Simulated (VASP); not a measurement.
Here is a VASP 6.6.1 calculation.

File INCAR:

```
SYSTEM = Pd
PREC = Accurate
ENCUT = 520
EDIFF = 1E-6
ISMEAR = -1
SIGMA = 0.06122561905347299
LREAL = .False.
LASPH = .True.
NELM = 100
ALGO = Normal
ISIF = 2
LWAVE = .False.
LCHARG = .True.
GGA = PE
LELF = .True.
LVHAR = .True.
NBANDS = 11
```

Contents of KPOINTS:

```
regular mesh
0
Gamma
  24 24 24
  0 0 0
```

Contents of POSCAR:

```
Pd
1.0
    0.0000000000      1.9578588184      1.9578588184
    1.9578588184      0.0000000000      1.9578588184
    1.9578588184      1.9578588184      0.0000000000
Pd
1
Direct
    0.0000000000      0.0000000000      0.0000000000
```

Potentials or basis: VASP PAW PBE potentials, release 64 (Pd).

The run is started by

```bash
$ cat potpaw_PBE.64/Pd/POTCAR > POTCAR
$ mpirun -np 1 vasp_std > vasp.out
```

(1) Estimate the band gap on the k mesh.

(2) Estimate the pressure.

Results:

(1) zero (band 5 reaches 9.77 eV, above the bottom of band 6 at 8.23 eV).

(2) 3.5 GPa.
